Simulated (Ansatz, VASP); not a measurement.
Two plane-wave programs on Hg

File INCAR:

```
SYSTEM = Hg
  PREC = Accurate
  ENCUT = 520
  EDIFF = 1E-6
  ISMEAR = 0
  SIGMA = 0.15
  LREAL = .FALSE.
  LASPH = .TRUE.
  NELM = 100
  ALGO = Fast
  ISIF = 2
  LWAVE = .FALSE.
  LCHARG = .FALSE.
  GGA = PE
  NBANDS = 12
```

Contents of KPOINTS:

```
Automatic mesh
0
G
  18 18 18
  0 0 0
```

File POSCAR:

```
Hg
1.0
    1.7300004553      0.9988162286      2.0552800000
   -1.7300004553      0.9988162286      2.0552800000
    0.0000000000     -1.9976324571      2.0552800000
Hg
1
Direct
    0.0000000000      0.0000000000      0.0000000000
```

Input for Ansatz:

```yaml
crystal:
  lattice:
    - [1.7300004553, 0.9988162286, 2.05528]
    - [-1.7300004553, 0.9988162286, 2.05528]
    - [0.0, -1.9976324571, 2.05528]
  atoms:
    - { symbol: Hg, position: [0.0, 0.0, 0.0] }
basis:
  ecutwfc: 420
kpoints:
  mp_grid: { grid: [18, 18, 18] }
hamiltonian:
  xc: pbe
scf:
  occupations: { method: gaussian, width: 0.15 }
output:
  forces: true
  stress: true
  eigenvalues: true
```

Change from the starting cell: strain +0.000 along x and y, -0.080 along z, atoms carried along.

Alike in both runs: task single point; functional PBE; k mesh 18 × 18 × 18; occupations gaussian, width 0.15 eV; no spin polarisation.

```csv
,VASP,Ansatz
version,VASP 6.6.1,Ansatz 0.2.0
potentials or method,"VASP PAW PBE potentials, release 64 (Hg), cutoff 520 eV","scalar-relativistic, plane waves, PAW"
valence electrons in the cell,12,20
```

```tsv
	VASP	Ansatz	Ansatz less VASP
gap on the k mesh at the Fermi level (eV)	none	none	-
pressure (GPa)	15.2	14.4	-0.82
traceless stress, the component that is largest in VASP (GPa)	3.38	3.09	-0.292
```

A gap of «none» marks a metal or a gap that the smearing closes. With one functional, cell and mesh, what is left measures potentials, basis and numerics. VASP's potentials hold 12 valence electrons a cell and Ansatz's 20, so a difference there can come from the potentials and not from the codes.

Spin-orbit coupling is off throughout.
